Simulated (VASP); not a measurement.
# La (Im-3m) in VASP: a series of runs

La is run at these levels: r2SCAN; tasks: single point, relaxation of cell and atoms.

Program: VASP 6.6.1. These are calculated values, not measurements. Logs are shortened: lines on timing, memory, paths and dates and some standing lists are left out, and cuts for length are marked.

### Step 1. The cell of the first run

Symmetry: Im-3m, No. 229, cubic system. Conventional cell: a = 4.411 Å, b = 4.411 Å, c = 4.411 Å, α = 90.00°, β = 90.00°, γ = 90.00°. Within 5.0 Å of La (site symmetry m-3m) lie 14 La at 3.82 to 4.41 Å.

This isn't the form of La at room conditions, which is double hcp.

### Step 2. Single point, r2SCAN, collinear spin (42.90 Å³/atom)

POSCAR reads:

```
La
1.0
   -2.2053320648      2.2053320648      2.2053320648
    2.2053320648     -2.2053320648      2.2053320648
    2.2053320648      2.2053320648     -2.2053320648
La
1
Direct
    0.0000000000      0.0000000000      0.0000000000
```

INCAR.step1 reads:

```
SYSTEM = La
  ALGO = Normal
  EDIFF = 1E-4
  ENCUT = 520
  GGA = PE
  ISMEAR = -1
  ISPIN = 2
  LASPH = .TRUE.
  LCHARG = .FALSE.
  LMAXMIX = 6
  LREAL = .FALSE.
  LWAVE = .TRUE.
  MAGMOM = 0.333
  NBANDS = 16
  NELM = 150
  PREC = Accurate
  SIGMA = 0.05
```

INCAR.step2 reads:

```
SYSTEM = La
  ALGO = Normal
  EDIFF = 1E-6
  ENCUT = 520
  ISIF = 2
  ISMEAR = -1
  ISPIN = 2
  ISTART = 1
  LASPH = .TRUE.
  LCHARG = .FALSE.
  LMAXMIX = 6
  LMIXTAU = .TRUE.
  LORBIT = 11
  LREAL = .FALSE.
  LWAVE = .FALSE.
  MAGMOM = 0.333
  METAGGA = R2SCAN
  NBANDS = 16
  NELM = 150
  PREC = Accurate
  SIGMA = 0.05
```

KPOINTS reads:

```
k-points
0
G
  12 12 12
  0 0 0
```

Potentials or basis: VASP PAW PBE potentials, release 64 (La).

Launch:

```console
$ cat potpaw_PBE.64/La/POTCAR > POTCAR
$ cp INCAR.step1 INCAR
$ mpirun -np 1 vasp_std > vasp.out
$ cp INCAR.step2 INCAR
$ mpirun -np 1 vasp_std > vasp.out
```

OUTCAR:

```text
SYSTEM = La
   EDIFF = 1E-6
   ENCUT = 520
   ISIF = 2
   ISMEAR = -1
   ISPIN = 2
   ISTART = 1
   LASPH = .TRUE.
   LORBIT = 11
   LREAL = .FALSE.
   METAGGA = R2SCAN
   NELM = 150
   PREC = Accurate

 ion  position               nearest neighbor table
   1  0.000  0.000  0.000-

  LATTYP: Found a body centered cubic cell.
 ALAT       =     4.4106641296

  Lattice vectors:

 A1 = (  -2.2053320648,   2.2053320648,   2.2053320648)
 A2 = (   2.2053320648,  -2.2053320648,   2.2053320648)
 A3 = (   2.2053320648,   2.2053320648,  -2.2053320648)

Analysis of symmetry for initial positions (statically):
=====================================================================
 Subroutine PRICEL returns:
 Original cell was already a primitive cell.

 Routine SETGRP: Setting up the symmetry group for a
 body centered cubic supercell.

 Subroutine GETGRP returns: Found 48 space group operations
 (whereof 48 operations were pure point group operations)
 out of a pool of 48 trial point group operations.

The static configuration has the point symmetry O_h .

Analysis of symmetry for dynamics (positions and initial velocities):
=====================================================================
 Subroutine PRICEL returns:
 Original cell was already a primitive cell.

 Routine SETGRP: Setting up the symmetry group for a
 body centered cubic supercell.

 Subroutine GETGRP returns: Found 48 space group operations
 (whereof 48 operations were pure point group operations)
 out of a pool of 48 trial point group operations.

The dynamic configuration has the point symmetry O_h .

Analysis of structural, dynamic, and magnetic symmetry:
=====================================================================
 Subroutine PRICEL returns:
 Original cell was already a primitive cell.

 Routine SETGRP: Setting up the symmetry group for a
 body centered cubic supercell.

 Subroutine GETGRP returns: Found 48 space group operations
 (whereof 48 operations were pure point group operations)
 out of a pool of 48 trial point group operations.

The overall configuration has the point symmetry O_h .

 Subroutine INISYM returns: Found 48 space group operations
 (whereof 48 operations are pure point group operations),
 and found     1 'primitive' translations

----------------------------------------------------------------------------------------

                                     Primitive cell

  volume of cell :      42.9024

  direct lattice vectors                    reciprocal lattice vectors
    -2.205332065  2.205332065  2.205332065     0.000000000  0.226723226  0.226723226
     2.205332065 -2.205332065  2.205332065     0.226723226  0.000000000  0.226723226
     2.205332065  2.205332065 -2.205332065     0.226723226  0.226723226  0.000000000

  length of vectors
     3.819747184  3.819747184  3.819747184     0.320635061  0.320635061  0.320635061

  position of ions in fractional coordinates (direct lattice)
     0.000000000  0.000000000  0.000000000

  ion indices of the primitive-cell ions
   primitive index   ion index
                 1           1

----------------------------------------------------------------------------------------

 KPOINTS: k-points

Automatic generation of k-mesh.
 Grid dimensions read from file:
 generate k-points for:   12   12   12

 Generating k-lattice:

  Cartesian coordinates                     Fractional coordinates (reciprocal lattice)
     0.000000000  0.018893602  0.018893602     0.083333333  0.000000000  0.000000000
     0.018893602  0.000000000  0.018893602     0.000000000  0.083333333  0.000000000
     0.018893602  0.018893602  0.000000000     0.000000000  0.000000000  0.083333333

  Length of vectors
     0.026719588  0.026719588  0.026719588

  Shift w.r.t. Gamma in fractional coordinates (k-lattice)
     0.000000000  0.000000000  0.000000000

 Subroutine IBZKPT returns following result:
 ===========================================

 Found     72 irreducible k-points:

 Following reciprocal coordinates:
            Coordinates               Weight
  0.000000  0.000000  0.000000      1.000000
  0.083333  0.000000  0.000000     12.000000
  0.166667  0.000000  0.000000     12.000000
  0.250000  0.000000  0.000000     12.000000
  0.333333  0.000000  0.000000     12.000000
  0.416667  0.000000  0.000000     12.000000
[... 16 lines left out ...]
  0.333333  0.083333  0.083333     24.000000
  0.416667  0.083333  0.083333     12.000000
 [... further k-points ...]
   k-points           NKPTS =     72   k-points in BZ     NKDIM =     72   number of bands    NBANDS=     16
   number of dos      NEDOS =    301   number of ions     NIONS =      1
   total plane-waves  NPLWV =  21952
   dimension x,y,z NGX =    28 NGY =   28 NGZ =   28
   dimension x,y,z NGXF=    56 NGYF=   56 NGZF=   56
   ions per type =               1
   NGX,Y,Z   is equivalent  to a cutoff of  12.19, 12.19, 12.19 a.u.
   NGXF,Y,Z  is equivalent  to a cutoff of  24.37, 24.37, 24.37 a.u.
 SYSTEM =  La
   PREC   = accura    normal or accurate (medium, high low for compatibility)
   ISTART =      1    job   : 0-new  1-cont  2-samecut
   ICHARG =      0    charge: 1-file 2-atom 10-const
   ISPIN  =      2    spin polarized calculation?
   LNONCOLLINEAR =      F non collinear calculations
   LSORBIT =      F    spin-orbit coupling
   LASPH  =      T    aspherical Exc in radial PAW
   ENCUT  =  520.0 eV  38.22 Ry    6.18 a.u.   7.10  7.10  7.10*2*pi/ulx,y,z
   NELM   =    150;   NELMIN=  2; NELMDL=  0     # of ELM steps
   EDIFF  = 0.1E-05   stopping-criterion for ELM
   LREAL  =      F    real-space projection
   EDIFFG = 0.1E-04   stopping-criterion for IOM
   NSW    =      0    number of steps for IOM
   IBRION =     -1    ionic relax: 0-MD 1-quasi-New 2-CG
   NFREE  =      0    steps in history (QN), initial steepest desc. (CG)
   ISIF   =      2    stress and relaxation
   ISYM   =      2    0-nonsym 1-usesym 2-fastsym
   POTIM  = 0.5000    time-step for ionic-motion
   TEBEG  =    0.0;   TEEND  =   0.0 temperature during run
   PSTRESS=    0.0 pullay stress
   NELECT =      11.0000    total number of electrons
   NUPDOWN=      -1.0000    fix difference up-down
   EMIN   =  10.00;   EMAX   =-10.00  energy-range for DOS
   EFERMI =   0.00;   METHOD = LEGACY
   ISMEAR =    -1;   SIGMA  =   0.05  broadening in eV -4-tet -1-fermi 0-gaus
   EFERMI_NEDOS =   21; number of points for ismear=-14 and -15
   IALGO  =     38    algorithm
   IMIX   =      4    mixing-type and parameters
     AMIX     =   0.40;   BMIX     =  1.00
     AMIX_MAG =   1.60;   BMIX_MAG =  1.00
  volume/ion in A,a.u.               =      42.90       289.52
  Fermi-wavevector in a.u.,A,eV,Ry     =   1.040028  1.965368 14.716856  1.081658
  Thomas-Fermi vector in A             =   2.174585
   LORBIT       =     11    0 simple, 1 ext, 2 COOP (PROOUT), +10 PAW based schemes
   METAGGA = R2SCAN    functional components
   LHFCALC =     F    Hartree Fock is set to
   AEXX    =    0.0000 exact exchange contribution
   IVDW    =     0    specifies the selected vdW correction
   LEPSILON=     F    determine dielectric tensor
   LRPA    =     F    only Hartree local field effects (RPA)
 spin polarized calculation
  energy-cutoff  :      520.00
  volume of cell :       42.90
 maximum number of plane-waves:      1180
   NGX = 15   NGY = 15   NGZ = 15

 number of electron      11.0000001 magnetization       0.4852711

 Free energy of the ion-electron system (eV)
  ---------------------------------------------------
  ext. energy  EPLUGINS =         0.00000000
  ---------------------------------------------------
  free energy    TOTEN  =       -29.60735171 eV

  energy without entropy =      -29.59104989  energy(sigma->0) =      -29.59920080

 E-fermi :   6.7122     XC(G=0):  -9.6004

 val. band max:        6.7098532352   @ k =   0.2500   0.2500   0.2500
 cond. band min:       6.7147901998   @ k =  -0.3333   0.5000   0.0833
 fundamental gap:      0.0049369645
 Fermi energy:         6.7122344634

 spin component 1

 k-point     1 :       0.0000    0.0000    0.0000
  band No.  band energies     occupation
      1     -27.7290      1.00000
      2     -10.4840      1.00000
      3     -10.4840      1.00000
      4     -10.4840      1.00000
      5       3.0656      1.00000
      6       8.0093      0.00000
[... 8 lines left out ...]
     15       8.9472      0.00000
     16      10.0941      0.00000
[... 419 lines left out ...]
 k-point    24 :       0.4167    0.0833    0.0833
  band No.  band energies     occupation
      1     -27.5971      1.00000
      2     -11.3764      1.00000
      3     -10.8296      1.00000
      4     -10.5587      1.00000
      5       5.1842      1.00000
      6       6.4035      0.99792
[... 8 lines left out ...]
     15      10.3233      0.00000
     16      10.7962      0.00000

 [... further k-points ...]

 spin component 2

 k-point     1 :       0.0000    0.0000    0.0000
  band No.  band energies     occupation
      1     -27.6046      1.00000
      2     -10.3226      1.00000
      3     -10.3226      1.00000
      4     -10.3226      1.00000
      5       3.4621      1.00000
      6       8.3328      0.00000
[... 8 lines left out ...]
     15       9.0427      0.00000
     16      10.1361      0.00000
[... 419 lines left out ...]
 k-point    24 :       0.4167    0.0833    0.0833
  band No.  band energies     occupation
      1     -27.4798      1.00000
      2     -11.1707      1.00000
      3     -10.6468      1.00000
      4     -10.4001      1.00000
      5       5.5784      1.00000
      6       6.9019      0.02204
[... 8 lines left out ...]
     15      10.5553      0.00000
     16      10.9771      0.00000

 [... further k-points ...]

------------------------ aborting loop because EDIFF is reached ----------------------------------------

  FORCE on cell =-STRESS in cart. coord.  units (eV):
  Direction    XX          YY          ZZ          XY          YZ          ZX
  --------------------------------------------------------------------------------------
  -------------------------------------------------------------------------------------
  Total       -0.6685936     -0.6685936     -0.6685936     -0.0000000     -0.0000000     -0.0000000
  in kB      -24.9684060    -24.9684060    -24.9684060     -0.0000000     -0.0000000     -0.0000000
  external PRESSURE =     -24.9684060 kB  Pullay stress =       0.0000000 kB

 VOLUME and BASIS-vectors are now :
 -----------------------------------------------------------------------------
  energy-cutoff  :      520.00
  volume of cell :       42.90
      direct lattice vectors                 reciprocal lattice vectors
    -2.205332065  2.205332065  2.205332065     0.000000000  0.226723226  0.226723226
     2.205332065 -2.205332065  2.205332065     0.226723226  0.000000000  0.226723226
     2.205332065  2.205332065 -2.205332065     0.226723226  0.226723226  0.000000000

 POSITION                                       TOTAL-FORCE (eV/Angst)
 -----------------------------------------------------------------------------------
      0.00000      0.00000      0.00000         0.000000     -0.000000     -0.000000
 -----------------------------------------------------------------------------------
    total drift:                               -0.000000     -0.000000     -0.000000

  FREE ENERGIE OF THE ION-ELECTRON SYSTEM (eV)
  ---------------------------------------------------
  free  energy   TOTEN  =       -29.6073517113 eV

  energy  without entropy=      -29.5910498920  energy(sigma->0) =      -29.59920080

 total charge

# of ion       s       p       d       f       tot
--------------------------------------------------
    1        2.033   5.600   0.775   0.060   8.467

 magnetization (x)

# of ion       s       p       d       f       tot
--------------------------------------------------
    1        0.002   0.006   0.188   0.016   0.211
```

Wall time 4.5 min (1 thread of Intel Xeon Platinum 8375C at 2.90GHz (Ice Lake), shared host); peak memory 0.25 GiB.

What came out:

```yaml
Free_energy: -29.6074 eV
Pressure: -2.5 GPa
Net_moment: 0.49 μB per cell
Site_moments: La +0.21 μB
Valence_electrons_inside_the_program's_atomic_spheres: La 8.47
```

Levels at points of the mesh, in eV from the Fermi level:
Spin up:
```tsv
k point	band 4	band 5	band 6	band 7	band 8	band 9
(0.00, 0.00, 0.00)	-17.20	-3.65	1.30	1.30	1.30	1.48
(0.50, 0.00, 0.00)	-17.21	-1.91	-0.25	1.29	1.48	1.77
(0.50, 0.50, 0.50)	-17.84	-1.83	-1.83	1.61	1.73	1.73
```
Spin down:
| k point | band 2 | band 3 | band 4 | band 5 | band 6 | band 7 | band 8 | band 9 |
| --- | --- | --- | --- | --- | --- | --- | --- | --- |
| (0.00, 0.00, 0.00) | -17.03 | -17.03 | -17.03 | -3.25 | 1.62 | 1.62 | 1.62 | 1.80 |
| (0.50, 0.00, 0.00) | -17.94 | -17.31 | -17.05 | -1.53 | 0.27 | 1.46 | 1.59 | 1.89 |
| (0.50, 0.50, 0.50) | -17.63 | -17.63 | -17.63 | -1.65 | -1.65 | 1.76 | 1.83 | 1.83 |

Caveat: the PAW data sets were made with another functional, which shifts forces and pressure a little; spin-orbit coupling is left out, which moves the levels of the heavy elements.

### Step 3. Single point, r2SCAN, collinear spin

This run uses another cell than the first one, of 38.31 Å³/atom.

POSCAR reads:

```
La
1.0
   -2.1235768607      2.1235768607      2.1235768607
    2.1235768607     -2.1235768607      2.1235768607
    2.1235768607      2.1235768607     -2.1235768607
La
1
Direct
    0.0000000000      0.0000000000      0.0000000000
```

INCAR.step1 reads:

```
ALGO = Normal
EDIFF = 1E-4
ENCUT = 520
GGA = PE
ISMEAR = -1
ISPIN = 2
LASPH = T
LCHARG = F
LMAXMIX = 6
LREAL = F
LWAVE = T
MAGMOM = 0.363
NBANDS = 16
NELM = 150
PREC = Accurate
SIGMA = 0.05
```

INCAR.step2 reads:

```
ALGO = Normal
EDIFF = 1E-6
ENCUT = 520
ISIF = 2
ISMEAR = -1
ISPIN = 2
ISTART = 1
LASPH = T
LCHARG = T
LELF = T
LMAXMIX = 6
LMIXTAU = T
LORBIT = 11
LREAL = F
LVHAR = T
LWAVE = F
MAGMOM = 0.363
METAGGA = R2SCAN
NBANDS = 16
NELM = 150
PREC = Accurate
SIGMA = 0.05
```

KPOINTS reads:

```
k-points
0
Gamma
  17 17 17
```

Potentials or basis: VASP PAW PBE potentials, release 64 (La).

Launch:

```console
$ cat potpaw_PBE.64/La/POTCAR > POTCAR
$ cp INCAR.step1 INCAR
$ mpirun -np 1 vasp_std > vasp.out
$ cp INCAR.step2 INCAR
$ mpirun -np 1 vasp_std > vasp.out
```

Run time: 11 min. Hardware: 1 thread of Intel Xeon Platinum 8375C at 2.90GHz (Ice Lake), shared host; peak memory 0.33 GiB.

The run converged. Its results:

```yaml
Free_energy: -29.6458 eV
Pressure: 0.0 GPa
Net_moment: 0.54 μB per cell
Site_moments: La +0.25 μB
Valence_electrons_inside_the_program's_atomic_spheres: La 8.55
```

Levels at points of the mesh, in eV from the Fermi level:
Spin up:
```csv
k point,band 2,band 3,band 4,band 5,band 6,band 7,band 8,band 9,band 10,band 11
"(0.00, 0.00, 0.00)",-16.81,-16.81,-16.81,-3.63,1.40,1.40,1.40,1.65,1.65,1.65
```
Spin down:
| k point | band 3 | band 4 | band 5 | band 6 | band 7 | band 8 |
| --- | --- | --- | --- | --- | --- | --- |
| (0.00, 0.00, 0.00) | -16.63 | -16.63 | -3.16 | 1.82 | 1.82 | 1.82 |

Caveat: the PAW data sets were made with another functional, which shifts forces and pressure a little; spin-orbit coupling is left out, which moves the levels of the heavy elements.

### Step 4. Relaxation of cell and atoms, r2SCAN, collinear spin

This run uses another cell than the first one, of 37.42 Å³/atom.

POSCAR reads:

```
La
1.0
   -2.1069968026      2.1069968026      2.1069968026
    2.1069968026     -2.1069968026      2.1069968026
    2.1069968026      2.1069968026     -2.1069968026
La
1
Direct
    0.0000000000      0.0000000000      0.0000000000
```

INCAR.step1 reads:

```
SYSTEM = La
PREC = Accurate ; ENCUT = 600
ISMEAR = -1 ; SIGMA = 0.05
LREAL = .FALSE. ; LASPH = .TRUE.
NELM = 150 ; ISPIN = 2
MAGMOM = 1 ; LMAXMIX = 6
GGA = PE ; ALGO = Normal
EDIFF = 1E-4 ; LWAVE = .TRUE.
LCHARG = .FALSE.
```

INCAR.step2 reads:

```
SYSTEM = La
PREC = Accurate ; ENCUT = 600
EDIFF = 1E-7 ; ISMEAR = -1
SIGMA = 0.05 ; LREAL = .FALSE.
LASPH = .TRUE. ; NELM = 150
ALGO = Normal ; ISIF = 3
LWAVE = .FALSE. ; LCHARG = .FALSE.
ISPIN = 2 ; MAGMOM = 1
LORBIT = 11 ; LMAXMIX = 6
METAGGA = R2SCAN ; LMIXTAU = .TRUE.
IBRION = 2 ; NSW = 80
EDIFFG = -0.01 ; ISTART = 1
```

KPOINTS reads:

```
Automatic mesh
0
G
  11 11 11
  0 0 0
```

Launch:

```console
$ cat potpaw_PBE.64/La/POTCAR > POTCAR
$ cp INCAR.step1 INCAR
$ mpirun -np 1 vasp_std > vasp.out
$ cp INCAR.step2 INCAR
$ mpirun -np 1 vasp_std > vasp.out
```

Wall time 11 min (1 thread of Intel Xeon Platinum 8375C at 2.90GHz (Ice Lake), shared host); peak memory 0.24 GiB.

The run converged. Its results:

- Free energy: -29.6465 eV
- Relaxed volume: 38.38 Å³/atom
- Relaxed cell: a = 3.681 Å, b = 3.681 Å, c = 3.681 Å, α = 109.47°, β = 109.47°, γ = 109.47°
- Space group after relaxing (to 0.1 Å): Im-3m (No. 229)
- Energy gained by relaxing: 2.0 meV/atom
- Ionic steps: 3
- Pressure after relaxing: 0.0 GPa
- Net moment: 0.59 μB per cell
- Site moments: La +0.27 μB
- Valence electrons inside the program's atomic spheres: La 8.55

Step by step:
```csv
step,energy change (eV),largest force (eV/Å),pressure (GPa),volume (Å³)
1,0.0000,0.0000,0.68,37.42
2,-0.0020,0.0000,0.07,38.28
3,-0.0020,0.0000,0.00,38.38
```

Final structure:
```
CELL_PARAMETERS angstrom
-2.12497 2.12497 2.12497
2.12497 -2.12497 2.12497
2.12497 2.12497 -2.12497
ATOMIC_POSITIONS crystal
La 0.00000 0.00000 0.00000
```

Levels at points of the mesh, in eV from the Fermi level:
Spin up:
| k point | band 4 | band 5 | band 6 | band 7 | band 8 | band 9 |
| --- | --- | --- | --- | --- | --- | --- |
| (0.00, 0.00, 0.00) | -16.83 | -3.66 | 1.38 | 1.38 | 1.38 | 1.64 |
Spin down:
```tsv
k point	band 1	band 2	band 3	band 4	band 5	band 6	band 7	band 8	band 9	band 10
(0.00, 0.00, 0.00)	-34.08	-16.63	-16.63	-16.63	-3.13	1.83	1.83	1.83	1.96	1.96
```

Caveat: the PAW data sets were made with another functional, which shifts forces and pressure a little; spin-orbit coupling is left out, which moves the levels of the heavy elements.

### Step 5. Summary

| task | cell | k mesh | cutoff (eV) | gap on the mesh (eV) | pressure (GPa) | moment (μB) |
| --- | --- | --- | --- | --- | --- | --- |
| single point | a = 3.820 Å, angles 109.5°, 1 atom | 12 × 12 × 12 | 520 | none | -2.5 | 0.49 |
| single point | a = 3.678 Å, angles 109.5°, 1 atom | 17 × 17 × 17 | 520 | none | 0.0 | 0.54 |
| relaxation of cell and atoms | relaxed from a = 3.649 Å, angles 109.5°, 1 atom | 11 × 11 × 11 | 600 | none | 0.0 | 0.59 |

Alike in all rows: level r2SCAN; potentials or basis VASP PAW PBE potentials, release 64 (La); spin collinear; smearing fermi-dirac 0.05 eV.

Caveats: the PAW data sets were made with another functional, which shifts forces and pressure a little; spin-orbit coupling is left out, which moves the levels of the heavy elements.

Total energies depend on the potentials used, so only differences within one code and one set of settings carry meaning.

The gap in the log of VASP goes by the Fermi energy; the results here count the filled bands.